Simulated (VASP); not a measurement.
The system is MoS2.

```
CELL_PARAMETERS angstrom
3.18507 0.00000 0.00000
-1.59253 2.75835 0.00000
1.77696 0.00000 14.80800
ATOMIC_POSITIONS crystal
Mo 0.66759 0.33519 0.25000
Mo 0.33241 0.66481 0.75000
S 0.70496 0.33149 0.64448
S 0.29504 0.66851 0.35552
S 0.62653 0.33149 0.85552
S 0.37347 0.66851 0.14448
```

This cell differs from its parent crystal: shear of c along a, cell held: +12.0 %.

| Item | Value |
| --- | --- |
| Program | VASP 6.6.1 |
| Task | relaxation of the atoms |
| Functional | PBE |
| Potentials or basis | VASP PAW PBE potentials, release 64 (Mo_sv, S) |
| Cutoff | 520 eV |
| k mesh | 12 × 12 × 2 |
| Occupations | gaussian, width 0.02 eV |
| Spin | no spin polarisation |

At the start: pressure 0.1 GPa; volume 21.68 Å³/atom.

Where does the relaxation end?

Over 6 steps the energy falls by 11.7 meV/atom at a fixed cell; space group C2/c (No. 15, to 0.1 Å) before and after.

The path:
| step | energy change (eV) | largest force (eV/Å) | pressure (GPa) |
| --- | --- | --- | --- |
| 1 | 0.0000 | 0.5623 | 0.10 |
| 2 | -0.0473 | 0.3173 | -0.15 |
| 3 | -0.0678 | 0.1741 | -0.36 |
| 4 | -0.0694 | 0.1227 | -0.02 |
| 5 | -0.0701 | 0.0265 | -0.14 |
| 6 | -0.0701 | 0.0037 | -0.02 |

Final structure:
```yaml
crystal:
  lattice:
    - [3.18507, 0.00000, 0.00000]
    - [-1.59253, 2.75835, 0.00000]
    - [1.77696, 0.00000, 14.80800]
  atoms:
    - { symbol: Mo, position: [0.66761, 0.33521, 0.25000] }
    - { symbol: Mo, position: [0.33239, 0.66479, 0.75000] }
    - { symbol: S, position: [0.72451, 0.33145, 0.64454] }
    - { symbol: S, position: [0.27549, 0.66855, 0.35546] }
    - { symbol: S, position: [0.60695, 0.33145, 0.85546] }
    - { symbol: S, position: [0.39305, 0.66855, 0.14454] }
```

Caveat: the cell differs from its parent crystal (shear of c along a, cell held: +12.0 %); this functional lacks dispersion, which binds layers or chains, so the pressure and a relaxed spacing across them are unreliable.
